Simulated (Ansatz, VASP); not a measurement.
LuH2: VASP beside Ansatz

```
CELL_PARAMETERS angstrom
0.00000 2.54962 2.54962
2.54962 0.00000 2.54962
2.54962 2.54962 0.00000
ATOMIC_POSITIONS crystal
Lu 0.00000 0.00000 0.00000
H 0.25000 0.25000 0.25000
H 0.75000 0.75000 0.75000
```

Change from the starting cell: volume scaled by 1.04.

Alike in both runs: task single point; functional LDA; k mesh 8 × 8 × 8; occupations fermi-dirac, width 0.02 eV; no spin polarisation.

|  | VASP | Ansatz |
| --- | --- | --- |
| version | VASP 6.6.1 | Ansatz 0.2.0 |
| potentials or method | VASP PAW PBE potentials, release 64 (Lu, H), cutoff 600 eV | all-electron LAPW, scalar-relativistic |

```csv
,VASP,Ansatz,Ansatz less VASP
pressure (GPa),-9.0,-9.6,-0.57
```

VASP's potentials were made for PBE, not for LDA. LDA's correlation is that of Perdew and Zunger in VASP and of Perdew and Wang (1992) in Ansatz. Ansatz ran all-electron here, and VASP with PAW potentials.

Spin-orbit coupling is off throughout.
